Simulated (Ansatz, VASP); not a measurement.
**Te2Mo: VASP beside Ansatz**

INCAR

```
SYSTEM = Te2Mo
PREC = Accurate
ENCUT = 520
EDIFF = 1E-7
ISMEAR = -1
SIGMA = 0.05
LREAL = .FALSE.
LASPH = .TRUE.
NELM = 80
ALGO = Normal
ISIF = 2
LWAVE = .FALSE.
LCHARG = .FALSE.
GGA = PE
NBANDS = 35
```

The input KPOINTS:

```
Automatic mesh
0
G
  9 9 2
  0 0 0
```

File POSCAR:

```
Te2Mo
1.0
    3.5603917377      0.0000000000      0.0000000000
   -1.7801958688      3.0833896922      0.0000000000
    0.0000000000      0.0000000000     24.8112624000
Te Mo
4 2
Direct
    0.3333333333      0.6666666667      0.2236394800
    0.6666666667      0.3333333333      0.9206288600
    0.6666666667      0.3333333333      0.7763605200
    0.3333333333      0.6666666667      0.0793711400
    0.6666666667      0.3333333333      0.1515414900
    0.3333333333      0.6666666667      0.8484585100
```

input.yaml

```yaml
crystal:
  lattice:
    - [3.5603917377, 0.0, 0.0]
    - [-1.7801958688, 3.0833896922, 0.0]
    - [0.0, 0.0, 24.8112624]
  atoms:
    - { symbol: Te, position: [0.3333333333, 0.6666666667, 0.22363948] }
    - { symbol: Te, position: [0.6666666667, 0.3333333333, 0.92062886] }
    - { symbol: Te, position: [0.6666666667, 0.3333333333, 0.77636052] }
    - { symbol: Te, position: [0.3333333333, 0.6666666667, 0.07937114] }
    - { symbol: Mo, position: [0.6666666667, 0.3333333333, 0.15154149] }
    - { symbol: Mo, position: [0.3333333333, 0.6666666667, 0.84845851] }
hamiltonian:
  xc: pbe
  pseudopotentials: { kind: paw }
kpoints:
  mp_grid: { grid: [9, 9, 2] }
scf:
  occupations: { method: fermi_dirac, width: 0.05 }
output:
  forces: true
  stress: true
  eigenvalues: true
  write_density: true
  write_potential: true
  elf: true
  volumetric_format: npy
```

Alike in both runs: task single point; functional PBE; k mesh 9 × 9 × 2; occupations fermi-dirac, width 0.05 eV; no spin polarisation.

```csv
,VASP,Ansatz
version,VASP 6.6.1,Ansatz 0.2.0
potentials or method,"VASP PAW PBE potentials, release 64 (Te, Mo_sv)",Ansatz PAW
plane-wave cutoff (eV),520,420
valence electrons in the cell,52,92
```

```csv
,VASP,Ansatz,Ansatz less VASP
gap on the k mesh at the Fermi level (eV),1.02,1.03,+0.001
least direct gap on the mesh (eV),1.02,1.03,+0.001
rms of the force components (eV/Å),0.112,0.105,-0.0065
```

Atom by atom the forces differ by 0.006 eV/Å (rms over components). The functional is the same, so the differences come from potentials, cutoffs and numerics. VASP's potentials hold 52 valence electrons a cell and Ansatz's 92, so a difference there can come from the potentials and not from the codes.

Spin-orbit coupling is off throughout. Noted on Ansatz's run: odd divisions of the mesh miss points on the zone boundary, where band edges often lie, so the gap on the mesh can be too wide.
